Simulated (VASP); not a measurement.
# Ti (Im-3m) in VASP: notebook

The runs below take Ti through relaxation of cell and atoms, single point, with LDA.

All numbers are computed with VASP 6.6.1; they aren't measurements. Logs are shortened: lines on timing, memory, paths and dates and some standing lists are left out, and cuts for length are marked.

## 1. The cell of the first run

Symmetry: Im-3m, No. 229, cubic system. Conventional cell: a = 3.059 Å, b = 3.059 Å, c = 3.059 Å, α = 90.00°, β = 90.00°, γ = 90.00°. Ti (site symmetry m-3m) has 14 Ti at 2.65 to 3.06 Å within 3.5 Å.

## 2. Relaxation of cell and atoms, LDA, target pressure 17 GPa, at which the enthalpy is minimised

The input, INCAR:

```
SYSTEM = Ti
ALGO = Normal
EDIFF = 1E-6
EDIFFG = -0.005
ENCUT = 600
GGA = CA
IBRION = 2
ISIF = 3
ISMEAR = -1
LASPH = .TRUE.
LCHARG = .FALSE.
LREAL = .FALSE.
LWAVE = .FALSE.
NELM = 60
NSW = 60
PREC = Accurate
PSTRESS = 170.0
SIGMA = 0.05
```

The input, KPOINTS:

```
k-points
0
G
  18 18 18
  0 0 0
```

The input, POSCAR:

```
Ti
1.0
   -1.5293407141      1.5293407141      1.5293407141
    1.5293407141     -1.5293407141      1.5293407141
    1.5293407141      1.5293407141     -1.5293407141
Ti
1
Direct
    0.0000000000      0.0000000000      0.0000000000
```

Potentials or basis: VASP PAW LDA potentials, release 64 (Ti_sv).

On the command line:

```console
$ cat potpaw_LDA.64/Ti_sv/POTCAR > POTCAR
$ mpirun -np 1 vasp_std > vasp.out
```

OUTCAR:

```text
SYSTEM = Ti
   EDIFF = 1E-6
   EDIFFG = -0.005
   ENCUT = 600
   GGA = CA
   IBRION = 2
   ISIF = 3
   ISMEAR = -1
   LASPH = .TRUE.
   LREAL = .FALSE.
   NELM = 60
   NSW = 60
   PREC = Accurate
   PSTRESS = 170.0

 ion  position               nearest neighbor table
   1  0.000  0.000  0.000-

  LATTYP: Found a body centered cubic cell.
 ALAT       =     3.0586814282

  Lattice vectors:

 A1 = (  -1.5293407141,   1.5293407141,   1.5293407141)
 A2 = (   1.5293407141,  -1.5293407141,   1.5293407141)
 A3 = (   1.5293407141,   1.5293407141,  -1.5293407141)

Analysis of symmetry for initial positions (statically):
=====================================================================
 Subroutine PRICEL returns:
 Original cell was already a primitive cell.

 Routine SETGRP: Setting up the symmetry group for a
 body centered cubic supercell.

 Subroutine GETGRP returns: Found 48 space group operations
 (whereof 48 operations were pure point group operations)
 out of a pool of 48 trial point group operations.

The static configuration has the point symmetry O_h .

Analysis of symmetry for dynamics (positions and initial velocities):
=====================================================================
 Subroutine PRICEL returns:
 Original cell was already a primitive cell.

 Routine SETGRP: Setting up the symmetry group for a
 body centered cubic supercell.

 Subroutine GETGRP returns: Found 48 space group operations
 (whereof 48 operations were pure point group operations)
 out of a pool of 48 trial point group operations.

The dynamic configuration has the point symmetry O_h .

 Subroutine INISYM returns: Found 48 space group operations
 (whereof 48 operations are pure point group operations),
 and found     1 'primitive' translations

----------------------------------------------------------------------------------------

                                     Primitive cell

  volume of cell :      14.3078

  direct lattice vectors                    reciprocal lattice vectors
    -1.529340714  1.529340714  1.529340714     0.000000000  0.326938265  0.326938265
     1.529340714 -1.529340714  1.529340714     0.326938265  0.000000000  0.326938265
     1.529340714  1.529340714 -1.529340714     0.326938265  0.326938265  0.000000000

  length of vectors
     2.648895819  2.648895819  2.648895819     0.462360529  0.462360529  0.462360529

  position of ions in fractional coordinates (direct lattice)
     0.000000000  0.000000000  0.000000000

  ion indices of the primitive-cell ions
   primitive index   ion index
                 1           1

----------------------------------------------------------------------------------------

 KPOINTS: k-points

Automatic generation of k-mesh.
 Grid dimensions read from file:
 generate k-points for:   18   18   18

 Generating k-lattice:

  Cartesian coordinates                     Fractional coordinates (reciprocal lattice)
     0.000000000  0.018163237  0.018163237     0.055555556  0.000000000  0.000000000
     0.018163237  0.000000000  0.018163237     0.000000000  0.055555556  0.000000000
     0.018163237  0.018163237  0.000000000     0.000000000  0.000000000  0.055555556

  Length of vectors
     0.025686696  0.025686696  0.025686696

  Shift w.r.t. Gamma in fractional coordinates (k-lattice)
     0.000000000  0.000000000  0.000000000

 Subroutine IBZKPT returns following result:
 ===========================================

 Found    195 irreducible k-points:

 Following reciprocal coordinates:
            Coordinates               Weight
  0.000000  0.000000  0.000000      1.000000
  0.055556  0.000000  0.000000     12.000000
  0.111111  0.000000  0.000000     12.000000
  0.166667  0.000000  0.000000     12.000000
  0.222222  0.000000  0.000000     12.000000
  0.277778  0.000000  0.000000     12.000000
[... 16 lines left out ...]
  0.333333  0.111111 -0.000000     48.000000
  0.388889  0.111111 -0.000000     48.000000
 [... further k-points ...]
   k-points           NKPTS =    195   k-points in BZ     NKDIM =    195   number of bands    NBANDS=     10
   number of dos      NEDOS =    301   number of ions     NIONS =      1
   total plane-waves  NPLWV =  13824
   dimension x,y,z NGX =    24 NGY =   24 NGZ =   24
   dimension x,y,z NGXF=    48 NGYF=   48 NGZF=   48
   ions per type =               1
   NGX,Y,Z   is equivalent  to a cutoff of  15.06, 15.06, 15.06 a.u.
   NGXF,Y,Z  is equivalent  to a cutoff of  30.13, 30.13, 30.13 a.u.
 SYSTEM =  Ti
   PREC   = accura    normal or accurate (medium, high low for compatibility)
   ISTART =      0    job   : 0-new  1-cont  2-samecut
   ICHARG =      2    charge: 1-file 2-atom 10-const
   ISPIN  =      1    spin polarized calculation?
   LNONCOLLINEAR =      F non collinear calculations
   LSORBIT =      F    spin-orbit coupling
   LASPH  =      T    aspherical Exc in radial PAW
   ENCUT  =  600.0 eV  44.10 Ry    6.64 a.u.   5.29  5.29  5.29*2*pi/ulx,y,z
   NELM   =     60;   NELMIN=  2; NELMDL= -5     # of ELM steps
   EDIFF  = 0.1E-05   stopping-criterion for ELM
   LREAL  =      F    real-space projection
   EDIFFG = -.5E-02   stopping-criterion for IOM
   NSW    =     60    number of steps for IOM
   IBRION =      2    ionic relax: 0-MD 1-quasi-New 2-CG
   NFREE  =      1    steps in history (QN), initial steepest desc. (CG)
   ISIF   =      3    stress and relaxation
   ISYM   =      2    0-nonsym 1-usesym 2-fastsym
   POTIM  = 0.5000    time-step for ionic-motion
   TEBEG  =    0.0;   TEEND  =   0.0 temperature during run
   PSTRESS=  170.0 pullay stress
   NELECT =      12.0000    total number of electrons
   NUPDOWN=      -1.0000    fix difference up-down
   EMIN   =  10.00;   EMAX   =-10.00  energy-range for DOS
   EFERMI =   0.00;   METHOD = LEGACY
   ISMEAR =    -1;   SIGMA  =   0.05  broadening in eV -4-tet -1-fermi 0-gaus
   EFERMI_NEDOS =   21; number of points for ismear=-14 and -15
   IALGO  =     38    algorithm
   IMIX   =      4    mixing-type and parameters
     AMIX     =   0.40;   BMIX     =  1.00
     AMIX_MAG =   1.60;   BMIX_MAG =  1.00
  volume/ion in A,a.u.               =      14.31        96.55
  Fermi-wavevector in a.u.,A,eV,Ry     =   1.543871  2.917493 32.429997  2.383538
  Thomas-Fermi vector in A             =   2.649472
   LORBIT       =      0    0 simple, 1 ext, 2 COOP (PROOUT), +10 PAW based schemes
   GGA     = CA    functional components
   LHFCALC =     F    Hartree Fock is set to
   AEXX    =    0.0000 exact exchange contribution
   IVDW    =     0    specifies the selected vdW correction
   LEPSILON=     F    determine dielectric tensor
   LRPA    =     F    only Hartree local field effects (RPA)
 conjugate gradient relaxation of ions
 non-spin polarized calculation
  energy-cutoff  :      600.00
  volume of cell :       14.31
 maximum number of plane-waves:       490
 NGX is ok and might be reduce to    24
   NGX = 11   NGY = 11   NGZ = 11

--------------------------------------- Ionic step        1  -------------------------------------------

 number of electron      12.0000001 magnetization

 Free energy of the ion-electron system (eV)
  ---------------------------------------------------
  ext. energy  EPLUGINS =         0.00000000
  ---------------------------------------------------
  free energy    TOTEN  =        -8.40567853 eV

  energy without entropy =       -8.39185750  energy(sigma->0) =       -8.39876801

------------------------ aborting loop because EDIFF is reached ----------------------------------------

  FORCE on cell =-STRESS in cart. coord.  units (eV):
  Direction    XX          YY          ZZ          XY          YZ          ZX
  --------------------------------------------------------------------------------------
  -------------------------------------------------------------------------------------
  Total        1.2551279      1.2551279      1.2551279      0.0000000      0.0000000     -0.0000000
  in kB      140.5483773    140.5483773    140.5483773      0.0000000      0.0000000     -0.0000000
  external PRESSURE =     -29.4516227 kB  Pullay stress =     170.0000000 kB
[... 59 lines left out ...]
  enthalpy is  TOTEN    =        -6.8870097084 eV   P V=        1.4610798976

--------------------------------------- Ionic step        3  -------------------------------------------

 number of electron      12.0000003 magnetization

 Free energy of the ion-electron system (eV)
  ---------------------------------------------------
  ext. energy  EPLUGINS =         0.00000000
  ---------------------------------------------------
  free energy    TOTEN  =        -8.38073968 eV

  energy without entropy =       -8.36765327  energy(sigma->0) =       -8.37419648

 E-fermi :  10.2419     XC(G=0): -12.8294

 val. band max:       10.2326795220   @ k =   0.2778   0.2222   0.0556
 cond. band min:      10.2430651969   @ k =   0.1667   0.1111   0.0556
 fundamental gap:      0.0103856749
 Fermi energy:        10.2419262233

 k-point     1 :       0.0000    0.0000    0.0000
  band No.  band energies     occupation
      1     -45.2537      2.00000
      2     -21.1092      2.00000
      3     -21.1092      2.00000
      4     -21.1092      2.00000
      5       4.0239      2.00000
      6      11.3549      0.00000
      7      11.3549      0.00000
      8      11.3549      0.00000
      9      13.6469      0.00000
     10      13.6469      0.00000
[... 287 lines left out ...]
 k-point    24 :       0.3889    0.1111   -0.0000
  band No.  band energies     occupation
      1     -44.9358      2.00000
      2     -22.3659      2.00000
      3     -21.5532      2.00000
      4     -21.1808      2.00000
      5       7.5602      2.00000
      6       9.6131      1.99999
      7      11.3700      0.00000
      8      13.5892      0.00000
      9      14.3477      0.00000
     10      16.2215      0.00000

 [... further k-points ...]
[... 5 lines left out ...]
  --------------------------------------------------------------------------------------
  -------------------------------------------------------------------------------------
  Total        1.4908617      1.4908617      1.4908617      0.0000000      0.0000000     -0.0000000
  in kB      170.0102676    170.0102676    170.0102676      0.0000000      0.0000000     -0.0000000
  external PRESSURE =       0.0102676 kB  Pullay stress =     170.0000000 kB
[... 16 lines left out ...]
  FREE ENERGIE OF THE ION-ELECTRON SYSTEM (eV)
  ---------------------------------------------------
  free  energy   TOTEN  =        -8.3807396764 eV

  energy  without entropy=       -8.3676532744  energy(sigma->0) =       -8.37419648

  enthalpy is  TOTEN    =        -6.8899680562 eV   P V=        1.4907716202

 reached required accuracy - stopping structural energy minimisation
```

Wall time 24 s (1 thread of Intel Xeon 6975P-C (Granite Rapids), shared host); peak memory 0.17 GiB.

Results:

| Property | Result |
| --- | --- |
| Free energy | -8.3807 eV |
| Relaxed volume | 14.05 Å³/atom |
| Relaxed cell | a = 2.633 Å, b = 2.633 Å, c = 2.633 Å, α = 109.47°, β = 109.47°, γ = 109.47° |
| Space group after relaxing (to 0.05 Å) | Im-3m (No. 229) |
| Energy change on relaxing (the enthalpy is what falls) | +24.9 meV/atom |
| Ionic steps | 3 |
| Pressure after relaxing | 17.0 GPa |
| Band gap on the k mesh | zero (band 6 reaches 11.35 eV, above the bottom of band 7 at 9.50 eV) |

Step by step:
```csv
step,energy change (eV),largest force (eV/Å),pressure (GPa),volume (Å³)
1,0.0000,0.0000,14.05,14.31
2,0.0576,0.0000,20.42,13.77
3,0.0249,0.0000,17.00,14.05
```

Final structure:
```
Ti
1.0
    -1.52010    1.52010    1.52010
     1.52010   -1.52010    1.52010
     1.52010    1.52010   -1.52010
Ti
1
Cartesian
  0.0000 0.0000 0.0000
```

Levels at points of the mesh, in eV from the Fermi level:
| k point | band 2 | band 3 | band 4 | band 5 | band 6 | band 7 | band 8 | band 9 | band 10 |
| --- | --- | --- | --- | --- | --- | --- | --- | --- | --- |
| (0.00, 0.00, 0.00) | -31.35 | -31.35 | -31.35 | -6.22 | 1.11 | 1.11 | 1.11 | 3.40 | 3.40 |
| (0.50, 0.00, 0.00) | -32.69 | -31.75 | -31.37 | -3.02 | -0.71 | 2.11 | 3.45 | 3.90 | 5.53 |
| (0.50, 0.50, 0.50) | -32.24 | -32.24 | -32.24 | -2.94 | -2.94 | 5.04 | 5.04 | 5.04 | 10.35 |

Caveat: the cell is relaxed towards a set pressure, so the enthalpy falls and the energy may rise.

[end of part 1 of 3]
